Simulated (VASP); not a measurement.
# Pd (P6_3/mmc) in VASP: single point with PBE

Aim: the single point of Pd with PBE.

Everything below comes from runs of VASP 6.6.1. Logs are shortened: lines on timing, memory, paths and dates and some standing lists are left out, and cuts for length are marked.

## 1. The cell of the first run

The structure is hexagonal, space group P6_3/mmc (No. 194). The conventional cell has a = 2.776 Å, b = 2.776 Å, c = 4.626 Å, α = 90.00°, β = 90.00°, γ = 120.00°. Pd (site symmetry -6m2) has 12 Pd at 2.78 to 2.81 Å within 3.7 Å.

## 2. Single point, PBE

Input file INCAR:

```
SYSTEM = Pd
ALGO = Normal ; EDIFF = 1E-6
ENCUT = 520 ; GGA = PE
ISIF = 2 ; ISMEAR = -1
LASPH = .True. ; LCHARG = .False.
LREAL = .False. ; LWAVE = .False.
NBANDS = 17 ; NELM = 100
PREC = Accurate ; SIGMA = 0.1
```

Input file KPOINTS:

```
k-points
0
Gamma
  7 7 4
  0 0 0
```

Input file POSCAR:

```
Pd
1.0
    2.7760142698      0.0000000000      0.0000000000
   -1.3880071349      2.4040988789      0.0000000000
    0.0000000000      0.0000000000      4.6257977245
Pd
2
Direct
    0.3333333333      0.6666666667      0.2500000000
    0.6666666667      0.3333333333      0.7500000000
```

Potentials or basis: VASP PAW PBE potentials, release 64 (Pd).

Started as:

```bash
$ cat potpaw_PBE.64/Pd/POTCAR > POTCAR
$ mpirun -np 1 vasp_std > vasp.out
```

OUTCAR:

```text
SYSTEM = Pd
   EDIFF = 1E-6
   ENCUT = 520
   GGA = PE
   ISIF = 2
   ISMEAR = -1
   LASPH = .True.
   LREAL = .False.
   NELM = 100
   PREC = Accurate

 ion  position               nearest neighbor table
   1  0.333  0.667  0.250-   2 2.81   2 2.81   2 2.81   2 2.81   2 2.81   2 2.81
   2  0.667  0.333  0.750-   1 2.81   1 2.81   1 2.81   1 2.81   1 2.81   1 2.81

  LATTYP: Found a hexagonal cell.
 ALAT       =     2.7760142698
 C/A-ratio  =     1.6663450814

  Lattice vectors:

 A1 = (   2.7760142698,   0.0000000000,   0.0000000000)
 A2 = (  -1.3880071349,   2.4040988789,   0.0000000000)
 A3 = (   0.0000000000,   0.0000000000,   4.6257977245)

Analysis of symmetry for initial positions (statically):
=====================================================================
 Subroutine PRICEL returns:
 Original cell was already a primitive cell.

 Routine SETGRP: Setting up the symmetry group for a
 hexagonal supercell.

 Subroutine GETGRP returns: Found 24 space group operations
 (whereof 12 operations were pure point group operations)
 out of a pool of 24 trial point group operations.

The static configuration has the point symmetry D_3d.
 The point group associated with its full space group is D_6h.

Analysis of symmetry for dynamics (positions and initial velocities):
=====================================================================
 Subroutine PRICEL returns:
 Original cell was already a primitive cell.

 Routine SETGRP: Setting up the symmetry group for a
 hexagonal supercell.

 Subroutine GETGRP returns: Found 24 space group operations
 (whereof 12 operations were pure point group operations)
 out of a pool of 24 trial point group operations.

The dynamic configuration has the point symmetry D_3d.
 The point group associated with its full space group is D_6h.

 Subroutine INISYM returns: Found 24 space group operations
 (whereof 12 operations are pure point group operations),
 and found     1 'primitive' translations

----------------------------------------------------------------------------------------

                                     Primitive cell

  volume of cell :      30.8717

  direct lattice vectors                    reciprocal lattice vectors
     2.776014270  0.000000000  0.000000000     0.360228696  0.207978135  0.000000000
    -1.388007135  2.404098879  0.000000000     0.000000000  0.415956269  0.000000000
     0.000000000  0.000000000  4.625797724     0.000000000  0.000000000  0.216178929

  length of vectors
     2.776014270  2.776014270  4.625797724     0.415956269  0.415956269  0.216178929

  position of ions in fractional coordinates (direct lattice)
     0.333333333  0.666666667  0.250000000
     0.666666667  0.333333333  0.750000000

  ion indices of the primitive-cell ions
   primitive index   ion index
                 1           1
                 2           2

----------------------------------------------------------------------------------------

 KPOINTS: k-points

Automatic generation of k-mesh.
 Grid dimensions read from file:
 generate k-points for:    7    7    4

 Generating k-lattice:

  Cartesian coordinates                     Fractional coordinates (reciprocal lattice)
     0.051461242  0.029711162  0.000000000     0.142857143 -0.000000000  0.000000000
     0.000000000  0.059422324  0.000000000     0.000000000  0.142857143  0.000000000
     0.000000000  0.000000000  0.054044732     0.000000000  0.000000000  0.250000000

  Length of vectors
     0.059422324  0.059422324  0.054044732

  Shift w.r.t. Gamma in fractional coordinates (k-lattice)
     0.000000000  0.000000000  0.000000000

 Subroutine IBZKPT returns following result:
 ===========================================

 Found     24 irreducible k-points:

 Following reciprocal coordinates:
            Coordinates               Weight
  0.000000  0.000000  0.000000      1.000000
  0.142857  0.000000  0.000000      6.000000
  0.285714 -0.000000  0.000000      6.000000
  0.428571 -0.000000  0.000000      6.000000
  0.142857  0.142857  0.000000      6.000000
  0.285714  0.142857  0.000000     12.000000
[... 16 lines left out ...]
  0.428571  0.142857  0.500000      6.000000
  0.285714  0.285714  0.500000      6.000000
   k-points           NKPTS =     24   k-points in BZ     NKDIM =     24   number of bands    NBANDS=     17
   number of dos      NEDOS =    301   number of ions     NIONS =      2
   total plane-waves  NPLWV =  20736
   dimension x,y,z NGX =    24 NGY =   24 NGZ =   36
   dimension x,y,z NGXF=    48 NGYF=   48 NGZF=   72
   ions per type =               2
   NGX,Y,Z   is equivalent  to a cutoff of  14.37, 14.37, 12.94 a.u.
   NGXF,Y,Z  is equivalent  to a cutoff of  28.75, 28.75, 25.88 a.u.
 SYSTEM =  Pd
   PREC   = accura    normal or accurate (medium, high low for compatibility)
   ISTART =      0    job   : 0-new  1-cont  2-samecut
   ICHARG =      2    charge: 1-file 2-atom 10-const
   ISPIN  =      1    spin polarized calculation?
   LNONCOLLINEAR =      F non collinear calculations
   LSORBIT =      F    spin-orbit coupling
   LASPH  =      T    aspherical Exc in radial PAW
   ENCUT  =  520.0 eV  38.22 Ry    6.18 a.u.   5.16  5.16  8.60*2*pi/ulx,y,z
   NELM   =    100;   NELMIN=  2; NELMDL= -5     # of ELM steps
   EDIFF  = 0.1E-05   stopping-criterion for ELM
   LREAL  =      F    real-space projection
   EDIFFG = 0.1E-04   stopping-criterion for IOM
   NSW    =      0    number of steps for IOM
   IBRION =     -1    ionic relax: 0-MD 1-quasi-New 2-CG
   NFREE  =      0    steps in history (QN), initial steepest desc. (CG)
   ISIF   =      2    stress and relaxation
   ISYM   =      2    0-nonsym 1-usesym 2-fastsym
   POTIM  = 0.5000    time-step for ionic-motion
   TEBEG  =    0.0;   TEEND  =   0.0 temperature during run
   PSTRESS=    0.0 pullay stress
   NELECT =      20.0000    total number of electrons
   NUPDOWN=      -1.0000    fix difference up-down
   EMIN   =  10.00;   EMAX   =-10.00  energy-range for DOS
   EFERMI =   0.00;   METHOD = LEGACY
   ISMEAR =    -1;   SIGMA  =   0.10  broadening in eV -4-tet -1-fermi 0-gaus
   EFERMI_NEDOS =   21; number of points for ismear=-14 and -15
   IALGO  =     38    algorithm
   IMIX   =      4    mixing-type and parameters
     AMIX     =   0.40;   BMIX     =  1.00
     AMIX_MAG =   1.60;   BMIX_MAG =  1.00
  volume/ion in A,a.u.               =      15.44       104.17
  Fermi-wavevector in a.u.,A,eV,Ry     =   1.416548  2.676887 27.301560  2.006608
  Thomas-Fermi vector in A             =   2.537871
   LORBIT       =      0    0 simple, 1 ext, 2 COOP (PROOUT), +10 PAW based schemes
   GGA     = PE    functional components
   LHFCALC =     F    Hartree Fock is set to
   AEXX    =    0.0000 exact exchange contribution
   IVDW    =     0    specifies the selected vdW correction
   LEPSILON=     F    determine dielectric tensor
   LRPA    =     F    only Hartree local field effects (RPA)
 non-spin polarized calculation
  energy-cutoff  :      520.00
  volume of cell :       30.87
 maximum number of plane-waves:       843
 NGX is ok and might be reduce to    24
   NGX = 11   NGY = 11   NGZ = 17

 number of electron      20.0000006 magnetization

 Free energy of the ion-electron system (eV)
  ---------------------------------------------------
  ext. energy  EPLUGINS =         0.00000000
  ---------------------------------------------------
  free energy    TOTEN  =       -10.46480181 eV

  energy without entropy =      -10.31679426  energy(sigma->0) =      -10.39079804

 E-fermi :   9.0884     XC(G=0): -12.8978

 val. band max:        9.0717374885   @ k =   0.4286  -0.0000   0.0000
 cond. band min:       9.0928478064   @ k =   0.4286  -0.0000   0.0000
 fundamental gap:      0.0211103179
 Fermi energy:         9.0883999496

 k-point     1 :       0.0000    0.0000    0.0000
  band No.  band energies     occupation
      1       2.2422      2.00000
      2       4.0817      2.00000
      3       6.3059      2.00000
      4       6.5070      2.00000
      5       6.5070      2.00000
      6       6.8353      2.00000
[... 9 lines left out ...]
     16      28.5125      0.00000
     17      30.9075      0.00000

 k-point     2 :       0.1429    0.0000    0.0000
  band No.  band energies     occupation
      1       2.8625      2.00000
      2       4.4881      2.00000
      3       6.0156      2.00000
      4       6.5926      2.00000
      5       6.8670      2.00000
      6       6.8722      2.00000
[... 9 lines left out ...]
     16      28.0682      0.00000
     17      28.3316      0.00000

 k-point     3 :       0.2857   -0.0000    0.0000
  band No.  band energies     occupation
      1       4.1596      2.00000
      2       4.7119      2.00000
      3       5.5199      2.00000
      4       6.1704      2.00000
      5       6.5108      2.00000
      6       6.8324      2.00000
[... 9 lines left out ...]
     16      25.9010      0.00000
     17      27.3612      0.00000

 k-point     4 :       0.4286   -0.0000    0.0000
  band No.  band energies     occupation
      1       4.2606      2.00000
      2       4.6007      2.00000
      3       4.7638      2.00000
      4       6.5440      2.00000
      5       6.7524      2.00000
      6       6.9471      2.00000
[... 9 lines left out ...]
     16      22.8126      0.00000
     17      23.0782      0.00000
[... 343 lines left out ...]
      1       4.7101      2.00000
      2       4.7101      2.00000
      3       5.5819      2.00000
      4       5.5819      2.00000
      5       6.9266      2.00000
      6       6.9266      2.00000
[... 9 lines left out ...]
     16      23.3112      0.00000
     17      25.1934      0.00000

 k-point    23 :       0.4286    0.1429    0.5000
  band No.  band energies     occupation
      1       4.5573      2.00000
      2       4.5573      2.00000
      3       5.4000      2.00000
      4       5.4000      2.00000
      5       7.0714      2.00000
      6       7.0714      2.00000
[... 9 lines left out ...]
     16      22.5732      0.00000
     17      25.9572      0.00000

 k-point    24 :       0.2857    0.2857    0.5000
  band No.  band energies     occupation
      1       5.0460      2.00000
      2       5.0460      2.00000
      3       5.7862      2.00000
      4       5.7862      2.00000
      5       6.4557      2.00000
      6       6.4557      2.00000
[... 9 lines left out ...]
     16      18.9732      0.00000
     17      27.1158      0.00000

------------------------ aborting loop because EDIFF is reached ----------------------------------------

  FORCE on cell =-STRESS in cart. coord.  units (eV):
  Direction    XX          YY          ZZ          XY          YZ          ZX
  --------------------------------------------------------------------------------------
  -------------------------------------------------------------------------------------
  Total       -0.0169808     -0.0169808     -0.0440232     -0.0000000      0.0000000     -0.0000000
  in kB       -0.8812661     -0.8812661     -2.2847141     -0.0000000      0.0000000     -0.0000000
  external PRESSURE =      -1.3490821 kB  Pullay stress =       0.0000000 kB

 VOLUME and BASIS-vectors are now :
 -----------------------------------------------------------------------------
  energy-cutoff  :      520.00
  volume of cell :       30.87
      direct lattice vectors                 reciprocal lattice vectors
     2.776014270  0.000000000  0.000000000     0.360228696  0.207978135  0.000000000
    -1.388007135  2.404098879  0.000000000     0.000000000  0.415956269  0.000000000
     0.000000000  0.000000000  4.625797724     0.000000000  0.000000000  0.216178929

 POSITION                                       TOTAL-FORCE (eV/Angst)
 -----------------------------------------------------------------------------------
     -0.00000      1.60273      1.15645        -0.000000      0.000000      0.000000
      1.38801      0.80137      3.46935         0.000000     -0.000000      0.000000
 -----------------------------------------------------------------------------------
    total drift:                               -0.000000      0.000000     -0.000000

  FREE ENERGIE OF THE ION-ELECTRON SYSTEM (eV)
  ---------------------------------------------------
  free  energy   TOTEN  =       -10.4648018078 eV

  energy  without entropy=      -10.3167942648  energy(sigma->0) =      -10.39079804
```

Run time: 18 s. Hardware: 1 thread of Intel Xeon 8259CL, shared host; peak memory 0.15 GiB.

Results:

| Property | Result |
| --- | --- |
| Free energy | -10.4648 eV |
| Pressure | -0.1 GPa |
| Band gap on the k mesh | zero (band 10 reaches 9.13 eV, above the bottom of band 11 at 8.40 eV) |

Stress tensor (GPa, compression positive):
```
-0.09  0.00  0.00
 0.00 -0.09  0.00
 0.00  0.00 -0.23
```

Levels at points of the mesh, in eV from the Fermi level:
| k point | band 8 | band 9 | band 10 | band 11 | band 12 | band 13 |
| --- | --- | --- | --- | --- | --- | --- |
| (0.00, 0.00, 0.00) | -1.59 | -1.59 | -0.26 | -0.26 | 0.90 | 6.63 |
| (0.00, 0.00, 0.50) | -2.62 | -0.69 | -0.69 | -0.69 | -0.69 | 13.68 |

Caveat: the k points lie up to 0.37 Å⁻¹ apart.
